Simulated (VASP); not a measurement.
Input of a VASP 6.6.1 run:

File POSCAR:

```
NaFeN
1.0
    2.9131417150      0.0000000000      0.0000000000
   -1.4565708575      2.5228547300      0.0000000000
    0.0000000000      0.0000000000      9.5340383727
Na Fe N
2 2 2
Direct
    0.6666666667      0.3333333333      0.7608134568
    0.3333333333      0.6666666667      0.2608134568
    0.0000000000      0.0000000000      0.5182365476
    0.0000000000      0.0000000000      0.0182365476
    0.3333333333      0.6666666667      0.5655899956
    0.6666666667      0.3333333333      0.0655899956
```

INCAR.step1

```
SYSTEM = NaFeN
PREC = Accurate
ENCUT = 520
ISMEAR = 0
SIGMA = 0.01
LREAL = .False.
LASPH = .True.
NELM = 80
NBANDS = 29
GGA = PE
ALGO = Normal
EDIFF = 1E-4
LWAVE = .True.
LCHARG = .False.
```

File INCAR.step2:

```
SYSTEM = NaFeN
PREC = Accurate
ENCUT = 520
EDIFF = 1E-6
ISMEAR = 0
SIGMA = 0.01
LREAL = .False.
LASPH = .True.
NELM = 80
ALGO = Normal
ISIF = 2
LWAVE = .False.
LCHARG = .True.
METAGGA = R2SCAN
LMIXTAU = .True.
LELF = .True.
LVHAR = .True.
NBANDS = 29
ISTART = 1
```

KPOINTS

```
Automatic mesh
0
Gamma
  9 9 2
  0 0 0
```

Potentials or basis: VASP PAW PBE potentials, release 64 (Na_pv, Fe, N).

Command:

```console
$ cat potpaw_PBE.64/Na_pv/POTCAR potpaw_PBE.64/Fe/POTCAR potpaw_PBE.64/N/POTCAR > POTCAR
$ cp INCAR.step1 INCAR
$ mpirun -np 1 vasp_std > vasp.out
$ cp INCAR.step2 INCAR
$ mpirun -np 1 vasp_std > vasp.out
```

Task: Estimate the pressure.

Result: 11.9 GPa.

Task: Estimate the largest force.

Result: 0.847 eV/Å.

Task: Predict the band gap on the k mesh.

Result: 0.62 eV (least direct gap 0.99 eV).

Stress tensor (GPa, compression positive):
```
15.11  0.00  0.00
 0.00 15.11  0.00
 0.00  0.00  5.52
```

Caveat: the stress differs along the axes, from 6 to 15 GPa; semilocal functionals underestimate gaps, and a narrow one can read as zero; the PAW data sets were made with another functional, which shifts forces and pressure a little. Spin polarisation is off, so any magnetic state and its effect on volume and gap are missing.
